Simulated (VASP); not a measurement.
A run of VASP 6.6.1 is set up as follows.

The input INCAR:

```
SYSTEM = AlNi
  PREC = Accurate
  ENCUT = 520
  EDIFF = 1E-6
  ISMEAR = 0
  SIGMA = 0.15
  LREAL = .FALSE.
  LASPH = .TRUE.
  NELM = 80
  ALGO = Fast
  ISIF = 2
  LWAVE = .FALSE.
  LCHARG = .TRUE.
  GGA = PE
  LELF = .TRUE.
  LVHAR = .TRUE.
  NBANDS = 28
```

Contents of KPOINTS:

```
Automatic mesh
0
G
  15 15 5
  0 0 0
```

Contents of POSCAR:

```
AlNi
1.0
    0.0000000000     -2.8927237813      0.0000000000
    0.0000000000      0.0000000000     -2.8927237813
   10.6781713440     -1.2053015755     -1.2053015755
Al Ni
3 3
Direct
    0.7460306210     -0.2539693790      0.6095265096
    0.9717811801     -0.0282188199      0.0677251677
    0.8589059006     -0.1410940994      0.3386258387
    0.1895929812      0.1895929812      0.7449768450
    0.4153435403      0.4153435403      0.2031755032
    0.3024682608      0.3024682608      0.4740761741
```

Potentials or basis: VASP PAW PBE potentials, release 64 (Al, Ni).

Command:

```sh
$ cat potpaw_PBE.64/Al/POTCAR potpaw_PBE.64/Ni/POTCAR > POTCAR
$ mpirun -np 1 vasp_std > vasp.out
```

Question: Predict the largest force.

Answer: 0.841 eV/Å.

Question: Predict the band gap on the k mesh.

Answer: Zero (an odd number of electrons rules out a gap without spin polarisation).

Question: Predict the pressure.

Answer: -5.2 GPa.

Stress tensor (GPa, compression positive):
```
-5.65 -0.05 -0.05
-0.05 -4.95  0.00
-0.05  0.00 -4.95
```

Caveat: the cell stands under tension. Spin polarisation is off, so any magnetic state and its effect on volume and gap are missing.
